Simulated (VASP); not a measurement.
# Si2W (I4/mmm) in VASP: further runs, part 2 of 2

VASP 6.6.1. The steps go on from the part before.

**4. Single point, PBE (z stretched by +2 %, then relaxed in part)**

File INCAR:

```
PREC = Accurate
ENCUT = 520
EDIFF = 1E-6
ISMEAR = -1
SIGMA = 0.05
LREAL = F
LASPH = T
NELM = 80
ALGO = Normal
ISIF = 2
LWAVE = F
LCHARG = T
GGA = PE
LELF = T
LVHAR = T
NBANDS = 18
```

File KPOINTS:

```
Automatic mesh
0
Gamma
  20 20 20
```

File POSCAR:

```
Si2W
1.0
   -1.6069000000      1.6069000000      3.9932490000
    1.6069000000     -1.6069000000      3.9932490000
    1.6069000000      1.6069000000     -3.9932490000
Si W
2 1
Direct
    0.3346949651      0.3346949651      0.0000000000
    0.6653050349      0.6653050349      0.0000000000
    0.0000000000      0.0000000000      0.0000000000
```

Potentials or basis: VASP PAW PBE potentials, release 64 (Si, W_sv).

On the command line:

```sh
$ cat potpaw_PBE.64/Si/POTCAR potpaw_PBE.64/W_sv/POTCAR > POTCAR
$ mpirun -np 1 vasp_std > vasp.out
```

OUTCAR:

```text
PREC = Accurate
   ENCUT = 520
   EDIFF = 1E-6
   ISMEAR = -1
   LREAL = F
   LASPH = T
   NELM = 80
   ISIF = 2
   GGA = PE

 ion  position               nearest neighbor table
   1  0.335  0.335  0.000-   3 2.63   3 2.63   3 2.63   3 2.63   2 2.64   2 2.64   2 2.64   2 2.64
                             2 2.64   3 2.67
   2  0.665  0.665  0.000-   3 2.63   3 2.63   3 2.63   3 2.63   1 2.64   1 2.64   1 2.64   1 2.64
                             1 2.64   3 2.67
   3  0.000  0.000  0.000-   2 2.63   2 2.63   2 2.63   1 2.63   2 2.63   1 2.63   1 2.63   1 2.63
                             1 2.67   2 2.67

  LATTYP: Found a body centered tetragonal cell.
 ALAT       =     3.2138000000
 C/A-ratio  =     2.4850637874

  Lattice vectors:

 A1 = (  -1.6069000000,   1.6069000000,   3.9932490000)
 A2 = (   1.6069000000,  -1.6069000000,   3.9932490000)
 A3 = (   1.6069000000,   1.6069000000,  -3.9932490000)

Analysis of symmetry for initial positions (statically):
=====================================================================
 Subroutine PRICEL returns:
 Original cell was already a primitive cell.

 Routine SETGRP: Setting up the symmetry group for a
 body centered tetragonal supercell.

 Subroutine GETGRP returns: Found 16 space group operations
 (whereof 16 operations were pure point group operations)
 out of a pool of 16 trial point group operations.

The static configuration has the point symmetry D_4h.

Analysis of symmetry for dynamics (positions and initial velocities):
=====================================================================
 Subroutine PRICEL returns:
 Original cell was already a primitive cell.

 Routine SETGRP: Setting up the symmetry group for a
 body centered tetragonal supercell.

 Subroutine GETGRP returns: Found 16 space group operations
 (whereof 16 operations were pure point group operations)
 out of a pool of 16 trial point group operations.

The dynamic configuration has the point symmetry D_4h.

 Subroutine INISYM returns: Found 16 space group operations
 (whereof 16 operations are pure point group operations),
 and found     1 'primitive' translations

----------------------------------------------------------------------------------------

                                     Primitive cell

  volume of cell :      41.2443

  direct lattice vectors                    reciprocal lattice vectors
    -1.606900000  1.606900000  3.993249000     0.000000000  0.311158131  0.125211325
     1.606900000 -1.606900000  3.993249000     0.311158131  0.000000000  0.125211325
     1.606900000  1.606900000 -3.993249000     0.311158131  0.311158131  0.000000000

  length of vectors
     4.594593866  4.594593866  4.594593866     0.335406109  0.335406109  0.440044048

  position of ions in fractional coordinates (direct lattice)
     0.334694965  0.334694965  0.000000000
     0.665305035  0.665305035  0.000000000
     0.000000000  0.000000000  0.000000000

  ion indices of the primitive-cell ions
   primitive index   ion index
                 1           1
                 2           2
                 3           3

----------------------------------------------------------------------------------------

 KPOINTS: Automatic mesh

Automatic generation of k-mesh.
 Grid dimensions read from file:
 generate k-points for:   20   20   20

 Generating k-lattice:

  Cartesian coordinates                     Fractional coordinates (reciprocal lattice)
     0.000000000  0.015557907  0.006260566     0.050000000  0.000000000 -0.000000000
     0.015557907  0.000000000  0.006260566     0.000000000  0.050000000 -0.000000000
     0.015557907  0.015557907  0.000000000     0.000000000  0.000000000  0.050000000

  Length of vectors
     0.016770305  0.016770305  0.022002202

  Shift w.r.t. Gamma in fractional coordinates (k-lattice)
     0.000000000  0.000000000  0.000000000

 Subroutine IBZKPT returns following result:
 ===========================================

 Found    641 irreducible k-points:

 Following reciprocal coordinates:
            Coordinates               Weight
  0.000000  0.000000  0.000000      1.000000
  0.050000  0.000000  0.000000      8.000000
  0.100000  0.000000  0.000000      8.000000
  0.150000  0.000000  0.000000      8.000000
  0.200000  0.000000  0.000000      8.000000
  0.250000 -0.000000  0.000000      8.000000
[... 16 lines left out ...]
 -0.400000  0.050000  0.000000     16.000000
 -0.350000  0.050000 -0.000000     16.000000
 [... further k-points ...]
   k-points           NKPTS =    641   k-points in BZ     NKDIM =    641   number of bands    NBANDS=     18
   number of dos      NEDOS =    301   number of ions     NIONS =      3
   total plane-waves  NPLWV =  46656
   dimension x,y,z NGX =    36 NGY =   36 NGZ =   36
   dimension x,y,z NGXF=    72 NGYF=   72 NGZF=   72
   ions per type =               2   1
   NGX,Y,Z   is equivalent  to a cutoff of  13.03, 13.03, 13.03 a.u.
   NGXF,Y,Z  is equivalent  to a cutoff of  26.05, 26.05, 26.05 a.u.
 SYSTEM =  unknown system
   PREC   = accura    normal or accurate (medium, high low for compatibility)
   ISTART =      0    job   : 0-new  1-cont  2-samecut
   ICHARG =      2    charge: 1-file 2-atom 10-const
   ISPIN  =      1    spin polarized calculation?
   LNONCOLLINEAR =      F non collinear calculations
   LSORBIT =      F    spin-orbit coupling
   LASPH  =      T    aspherical Exc in radial PAW
   ENCUT  =  520.0 eV  38.22 Ry    6.18 a.u.   8.54  8.54  8.54*2*pi/ulx,y,z
   NELM   =     80;   NELMIN=  2; NELMDL= -5     # of ELM steps
   EDIFF  = 0.1E-05   stopping-criterion for ELM
   LREAL  =      F    real-space projection
   EDIFFG = 0.1E-04   stopping-criterion for IOM
   NSW    =      0    number of steps for IOM
   IBRION =     -1    ionic relax: 0-MD 1-quasi-New 2-CG
   NFREE  =      0    steps in history (QN), initial steepest desc. (CG)
   ISIF   =      2    stress and relaxation
   ISYM   =      2    0-nonsym 1-usesym 2-fastsym
   POTIM  = 0.5000    time-step for ionic-motion
   TEBEG  =    0.0;   TEEND  =   0.0 temperature during run
   PSTRESS=    0.0 pullay stress
   NELECT =      22.0000    total number of electrons
   NUPDOWN=      -1.0000    fix difference up-down
   EMIN   =  10.00;   EMAX   =-10.00  energy-range for DOS
   EFERMI =   0.00;   METHOD = LEGACY
   ISMEAR =    -1;   SIGMA  =   0.05  broadening in eV -4-tet -1-fermi 0-gaus
   EFERMI_NEDOS =   21; number of points for ismear=-14 and -15
   IALGO  =     38    algorithm
   IMIX   =      4    mixing-type and parameters
     AMIX     =   0.40;   BMIX     =  1.00
     AMIX_MAG =   1.60;   BMIX_MAG =  1.00
  volume/ion in A,a.u.               =      13.75        92.78
  Fermi-wavevector in a.u.,A,eV,Ry     =   1.327683  2.508957 23.983559  1.762742
  Thomas-Fermi vector in A             =   2.456977
   LORBIT       =      0    0 simple, 1 ext, 2 COOP (PROOUT), +10 PAW based schemes
   GGA     = PE    functional components
   LHFCALC =     F    Hartree Fock is set to
   AEXX    =    0.0000 exact exchange contribution
   IVDW    =     0    specifies the selected vdW correction
   LEPSILON=     F    determine dielectric tensor
   LRPA    =     F    only Hartree local field effects (RPA)
 non-spin polarized calculation
  energy-cutoff  :      520.00
  volume of cell :       41.24
 maximum number of plane-waves:      1136
 NGX is ok and might be reduce to    36
   NGX = 17   NGY = 17   NGZ = 17

 number of electron      22.0000001 magnetization

 Free energy of the ion-electron system (eV)
  ---------------------------------------------------
  ext. energy  EPLUGINS =         0.00000000
  ---------------------------------------------------
  free energy    TOTEN  =       -24.80125881 eV

  energy without entropy =      -24.79875022  energy(sigma->0) =      -24.80000451

 E-fermi :  11.7063     XC(G=0): -12.4365

 val. band max:       11.6992197489   @ k =   0.5000   0.5000   0.3000
 cond. band min:      11.7168760583   @ k =  -0.4000   0.4000   0.4000
 fundamental gap:      0.0176563094
 Fermi energy:        11.7062654382

 k-point     1 :       0.0000    0.0000    0.0000
  band No.  band energies     occupation
      1     -62.2091      2.00000
      2     -26.4663      2.00000
      3     -26.4253      2.00000
      4     -26.4253      2.00000
      5      -2.2354      2.00000
      6       4.9051      2.00000
[... 481 lines left out ...]
      5      -0.1140      2.00000
      6       3.8626      2.00000
[... 10 lines left out ...]
     17      18.7885      0.00000
     18      20.1152      0.00000

 [... further k-points ...]

------------------------ aborting loop because EDIFF is reached ----------------------------------------

  FORCE on cell =-STRESS in cart. coord.  units (eV):
  Direction    XX          YY          ZZ          XY          YZ          ZX
  --------------------------------------------------------------------------------------
  -------------------------------------------------------------------------------------
  Total        0.3124212      0.3124212     -1.7086721      0.0000000      0.0000000      0.0000000
  in kB       12.1363195     12.1363195    -66.3751059      0.0000000      0.0000000      0.0000000
  external PRESSURE =     -14.0341557 kB  Pullay stress =       0.0000000 kB

 VOLUME and BASIS-vectors are now :
 -----------------------------------------------------------------------------
  energy-cutoff  :      520.00
  volume of cell :       41.24
      direct lattice vectors                 reciprocal lattice vectors
    -1.606900000  1.606900000  3.993249000     0.000000000  0.311158131  0.125211325
     1.606900000 -1.606900000  3.993249000     0.311158131  0.000000000  0.125211325
     1.606900000  1.606900000 -3.993249000     0.311158131  0.311158131  0.000000000

 POSITION                                       TOTAL-FORCE (eV/Angst)
 -----------------------------------------------------------------------------------
      0.00000      0.00000      2.67304        -0.000000     -0.000000      0.002938
      0.00000      0.00000      5.31346         0.000000      0.000000     -0.002938
      0.00000      0.00000      0.00000        -0.000000     -0.000000      0.000000
 -----------------------------------------------------------------------------------
    total drift:                               -0.000000     -0.000000     -0.000000

  FREE ENERGIE OF THE ION-ELECTRON SYSTEM (eV)
  ---------------------------------------------------
  free  energy   TOTEN  =       -24.8012588060 eV

  energy  without entropy=      -24.7987502174  energy(sigma->0) =      -24.80000451
```

OSZICAR:

```text
N       E                     dE             d eps       ncg     rms          rms(c)
DAV:   1     0.130112713021E+03    0.13011E+03   -0.10842E+04 23076   0.123E+03
DAV:   2    -0.210832378858E+02   -0.15120E+03   -0.14759E+03 26310   0.320E+02
DAV:   3    -0.256413060652E+02   -0.45581E+01   -0.44953E+01 29034   0.497E+01
DAV:   4    -0.256836073652E+02   -0.42301E-01   -0.42220E-01 27266   0.496E+00
DAV:   5    -0.256840616548E+02   -0.45429E-03   -0.45426E-03 27542   0.555E-01    0.244E+01
DAV:   6    -0.249118126404E+02    0.77225E+00   -0.38072E+00 24804   0.135E+01    0.815E+00
DAV:   7    -0.248265154375E+02    0.85297E-01   -0.31467E-01 24610   0.302E+00    0.457E+00
DAV:   8    -0.248018761956E+02    0.24639E-01   -0.55034E-02 25922   0.183E+00    0.338E-01
DAV:   9    -0.248013662069E+02    0.50999E-03   -0.13355E-03 26642   0.284E-01    0.201E-01
DAV:  10    -0.248012648936E+02    0.10131E-03   -0.34214E-04 27474   0.156E-01    0.454E-02
DAV:  11    -0.248012583355E+02    0.65581E-05   -0.50093E-05 26192   0.498E-02    0.197E-02
DAV:  12    -0.248012588060E+02   -0.47048E-06   -0.20857E-06 20000   0.101E-02
   1 F= -.24801259E+02 E0= -.24800005E+02  d E =-.250859E-02
```

stdout:

```text
POSCAR found type information on POSCAR SiW
 POSCAR found :  2 types and       3 ions
 scaLAPACK will be used
 LDA part: xc-table for (Slater+PW92), standard interpolation
 POSCAR, INCAR and KPOINTS ok, starting setup
 FFT: planning ... GRIDC
 FFT: planning ... GRID_SOFT
 FFT: planning ... GRID
 WAVECAR not read
 entering main loop
```

Wall time 15 min (1 thread of Oxide Virtual Turin-like, shared host); peak memory 0.52 GiB.

Results:

```yaml
Free_energy: -24.8013 eV
Pressure: -1.4 GPa
Band_gap_on_the_k_mesh: zero (bands 11 and 12 overlap by 1.35 eV)
```

Forces in eV/Å, atoms in the order of the input:
```
Si   0.000  0.000  0.003
Si   0.000  0.000 -0.003
W    0.000  0.000  0.000
```

Stress tensor (GPa, compression positive):
```
 1.21  0.00  0.00
 0.00  1.21  0.00
 0.00  0.00 -6.64
```

Caveat: the cell differs from its parent crystal (z stretched by +2 %, then relaxed in part); the stress differs along the axes, from -7 to 1 GPa; spin-orbit coupling is left out, which moves the levels of the heavy elements.

**5. Single point, PBE (z stretched by +3 %, then relaxed in part)**

File INCAR:

```
PREC = Accurate
ENCUT = 520
EDIFF = 1E-6
ISMEAR = -1
SIGMA = 0.05
LREAL = False
LASPH = True
NELM = 60
ALGO = Normal
ISIF = 2
LWAVE = False
LCHARG = True
GGA = PE
LELF = True
LVHAR = True
NBANDS = 18
```

KPOINTS is that of step 4.

File POSCAR:

```
Si2W
1.0
   -1.6069000000      1.6069000000      4.0323985000
    1.6069000000     -1.6069000000      4.0323985000
    1.6069000000      1.6069000000     -4.0323985000
Si W
2 1
Direct
    0.3349184795      0.3349184795      0.0000000000
    0.6650815205      0.6650815205      0.0000000000
    0.0000000000      0.0000000000      0.0000000000
```

On the command line:

```sh
$ cat potpaw_PBE.64/Si/POTCAR potpaw_PBE.64/W_sv/POTCAR > POTCAR
$ mpirun -np 1 vasp_std > vasp.out
```

Run time: 17 min. Hardware: 1 thread of Oxide Virtual Turin-like, shared host; peak memory 0.53 GiB.

It converged, with:

```yaml
Free_energy: -24.7792 eV
Pressure: -3.5 GPa
Largest_force: 0.007 eV/Å
Band_gap_on_the_k_mesh: zero (bands 11 and 12 overlap by 1.39 eV)
```

Forces on the atoms (eV/Å):
```
Si   0.000  0.000  0.007
Si   0.000  0.000 -0.007
W    0.000  0.000  0.000
```

Stress tensor (GPa, compression positive):
```
  0.30   0.00   0.00
  0.00   0.30   0.00
  0.00   0.00 -10.97
```

Levels at points of the mesh, in eV from the Fermi level:
| k point | band 7 | band 8 | band 9 | band 10 | band 11 | band 12 | band 13 | band 14 | band 15 | band 16 |
| --- | --- | --- | --- | --- | --- | --- | --- | --- | --- | --- |
| (0.00, 0.00, 0.00) | -4.18 | -3.26 | -2.65 | -2.65 | 0.73 | 2.73 | 3.04 | 3.16 | 3.16 | 4.22 |
| (0.50, 0.00, 0.00) | -5.76 | -4.85 | -2.75 | -2.59 | -0.34 | 2.72 | 2.89 | 3.53 | 3.93 | 5.22 |
| (0.50, 0.50, 0.00) | -5.85 | -5.51 | -4.86 | -3.35 | -1.75 | 2.39 | 2.97 | 3.01 | 3.45 | 4.18 |
| (0.50, 0.50, 0.50) | -3.70 | -2.45 | -0.67 | -0.67 | -0.54 | -0.54 | 0.87 | 3.85 | 4.35 | 5.99 |

Caveat: the cell differs from its parent crystal (z stretched by +3 %, then relaxed in part); the stress differs along the axes, from -11 to 0 GPa; spin-orbit coupling is left out, which moves the levels of the heavy elements.

**6. Summary**

```tsv
cell	gap on the mesh (eV)	pressure (GPa)	largest force (eV/Å)
a = 4.426 Å, angles 137.4, 137.4, 61.8°, 3 atoms, atomic positions A	none	12.0	0.01
a = 4.527 Å, angles 138.4, 138.4, 60.3°, 3 atoms, atomic positions B	none	3.3	0.01
a = 4.595 Å, angles 139.1, 139.1, 59.3°, 3 atoms, atomic positions C	none	-1.4	-
a = 4.629 Å, angles 139.4, 139.4, 58.8°, 3 atoms, atomic positions D	none	-3.5	0.01
```

Alike in all rows: task single point; level PBE; potentials or basis VASP PAW PBE potentials, release 64 (Si, W_sv); no spin polarisation; k mesh 20 × 20 × 20; cutoff (eV) 520; smearing fermi-dirac 0.05 eV.

Caveats: spin-orbit coupling is left out, which moves the levels of the heavy elements; the stress differs along the axes, from 7 to 23 GPa (at least some runs); the cell stands under pressure (at least some runs); the stress differs along the axes, from -7 to 1 GPa (at least some runs); the stress differs along the axes, from -11 to 0 GPa (at least some runs).

Total energies depend on the potentials used, so only differences within one code and one set of settings carry meaning.

The gap in the log of VASP goes by the Fermi energy; the results here count the filled bands.